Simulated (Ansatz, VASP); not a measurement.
# Two plane-wave programs on SrO

```xyz
2
Lattice="3.1029 0.0000 0.0000 0.0000 3.1029 0.0000 0.0000 0.0000 3.1029" Properties=species:S:1:pos:R:3 pbc="T T T"
Sr    0.0000    0.0000    0.0000
O     1.5514    1.5514    1.5514
```

Alike in both runs: task single point; functional HSE06; k mesh 4 × 4 × 4; no spin polarisation.

```csv
,VASP,Ansatz
version,VASP 6.6.1,Ansatz 0.2.0
potentials or method,"VASP PAW PBE potentials, release 64 (Sr_sv, O)","plane waves, PAW"
plane-wave cutoff (eV),520,420
occupations,"gaussian, width 0.01 eV",fixed
valence electrons in the cell,16,16
```

|  | VASP | Ansatz | Ansatz less VASP |
| --- | --- | --- | --- |
| gap on the k mesh at the Fermi level (eV) | 4.26 | 4.32 | +0.059 |
| pressure (GPa) | 0.5 | -0.3 | -0.75 |

Ansatz's warnings: stress exchange threshold loose, stress scf threshold loose.

The k mesh is coarse, so the values compare programs but aren't converged.
